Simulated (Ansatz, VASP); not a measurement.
# Two plane-wave programs on Be

File INCAR:

```
ALGO = Normal ; EDIFF = 1E-7
EDIFFG = -0.01 ; ENCUT = 600
GGA = RP ; GGA_COMPAT = F
IBRION = 2 ; ISIF = 3
ISMEAR = -1 ; LASPH = T
LCHARG = F ; LREAL = F
LWAVE = F ; NELM = 120
NELMIN = 4 ; NSW = 80
PREC = Accurate ; SIGMA = 0.1
```

KPOINTS

```
k-points
0
Gamma
  17 17 17
```

The input POSCAR:

```
Be
1.0
   -1.2658080948      1.2658080948      1.2658080948
    1.2658080948     -1.2658080948      1.2658080948
    1.2658080948      1.2658080948     -1.2658080948
Be
1
Direct
    0.0000000000      0.0000000000      0.0000000000
```

Input for Ansatz:

```yaml
crystal:
  lattice:
    - [-1.2658080948, 1.2658080948, 1.2658080948]
    - [1.2658080948, -1.2658080948, 1.2658080948]
    - [1.2658080948, 1.2658080948, -1.2658080948]
  atoms:
    - { symbol: Be, position: [0.0, 0.0, 0.0] }
hamiltonian:
  xc: rpbe
  pseudopotentials:
    kind: paw
    azcp:
      Be: "pseudopotentials/Be.paw.azcp"
basis:
  ecutwfc: 420
  fft_grid_basis: typed
kpoints:
  mp_grid: { grid: [17, 17, 17], shift: [0, 0, 0] }
magnetization:
  spin_polarized: false
scf:
  occupations: { method: fermi_dirac, width: 0.1 }
relax:
  max_steps: 60
  f_tol: 0.01
  cell: {}
output:
  write_density: true
  write_potential: true
  elf: true
  volumetric_format: npy
```

Alike in both runs: task relaxation of cell and atoms; functional RPBE; k mesh 17 × 17 × 17; occupations fermi-dirac, width 0.1 eV; no spin polarisation.

```csv
,VASP,Ansatz
version,VASP 6.6.1,Ansatz 0.2.0
potentials or method,"VASP PAW PBE potentials, release 64 (Be), cutoff 600 eV","plane waves (420 eV) with PAW, scalar-relativistic"
valence electrons in the cell,2,2
```

|  | VASP | Ansatz | Ansatz less VASP |
| --- | --- | --- | --- |
| relaxed volume (Å³/atom) | 8.05 | 8.04 | -0.014 |
| relaxed cell length with the largest relative difference (Å) | 2.187 | 2.185 | -0.0013 |

VASP's potentials were made for PBE, not for RPBE.
